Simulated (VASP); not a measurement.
Here is a VASP 6.6.1 calculation.

The input INCAR:

```
SYSTEM = NdHf
PREC = Accurate
ENCUT = 500
EDIFF = 1E-6
ISMEAR = 0
SIGMA = 0.1
LREAL = .False.
LASPH = .True.
NELM = 200
ALGO = Normal
ISIF = 2
LWAVE = .False.
LCHARG = .False.
GGA = PE
NBANDS = 29
GGA_COMPAT = .False.
LMAXMIX = 6
```

Contents of KPOINTS:

```
Automatic mesh
0
Gamma
  10 10 4
  0 0 0
```

POSCAR

```
NdHf
1.0
    3.3880781743      0.0000000000      0.0000000000
    0.0000000000      3.3880781743      0.0000000000
    0.0000000000      0.0000000000     10.7666144148
Nd Hf
2 2
Direct
    0.0000000000      0.5000000000      0.1589426765
    0.5000000000      0.0000000000      0.8410573235
    0.0000000000      0.5000000000      0.5947283218
    0.5000000000      0.0000000000      0.4052716782
```

Potentials or basis: VASP PAW PBE potentials, release 64 (Nd_3, Hf_pv), 4f in core.

The run is started by

```sh
$ cat potpaw_PBE.64/Nd_3/POTCAR potpaw_PBE.64/Hf_pv/POTCAR > POTCAR
$ mpirun -np 1 vasp_std > vasp.out
```

Problem. Predict the band gap on the k mesh.

Solution. Zero (bands 21 and 22 overlap by 1.11 eV).

Problem. Estimate the pressure.

Solution. -4.1 GPa.

Problem. What does it give for the largest force?

Solution. 0.073 eV/Å.

Forces on the atoms (eV/Å):
```
Nd   0.000  0.000 -0.026
Nd   0.000  0.000  0.026
Hf   0.000  0.000 -0.073
Hf   0.000  0.000  0.073
```

Caveat: the cell stands under tension; spin-orbit coupling is left out, which moves the levels of the heavy elements; the 4f electrons are frozen in the core, so they carry no moment and show no levels. Spin polarisation is off, so any magnetic state and its effect on volume and gap are missing.
